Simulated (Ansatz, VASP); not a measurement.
# Ag in VASP and in Ansatz

```
CELL_PARAMETERS angstrom
0.00000 2.09412 2.09412
2.09412 0.00000 2.09412
2.09412 2.09412 0.00000
ATOMIC_POSITIONS crystal
Ag 0.00000 0.00000 0.00000
```

Alike in both runs: task single point; functional PBE; k mesh 18 × 18 × 18; occupations gaussian, width 0.1 eV; no spin polarisation.

|  | VASP | Ansatz |
| --- | --- | --- |
| version | VASP 6.6.1 | Ansatz 0.2.0 |
| potentials or method | VASP PAW PBE potentials, release 64 (Ag), cutoff 520 eV | scalar-relativistic, plane waves, PAW |
| valence electrons in the cell | 11 | 19 |

Ansatz gave:

| Quantity | Value |
| --- | --- |
| gap on the k mesh at the Fermi level (eV) | none |
| pressure (GPa) | -2.5 |

Q: Estimate VASP's values.

A: gap on the k mesh at the Fermi level (eV): none; pressure (GPa): -2.6.

A gap of «none» marks a metal or a gap that the smearing closes. The functional is the same, so the differences come from potentials, cutoffs and numerics. VASP's potentials hold 11 valence electrons a cell and Ansatz's 19, so a difference there can come from the potentials and not from the codes.
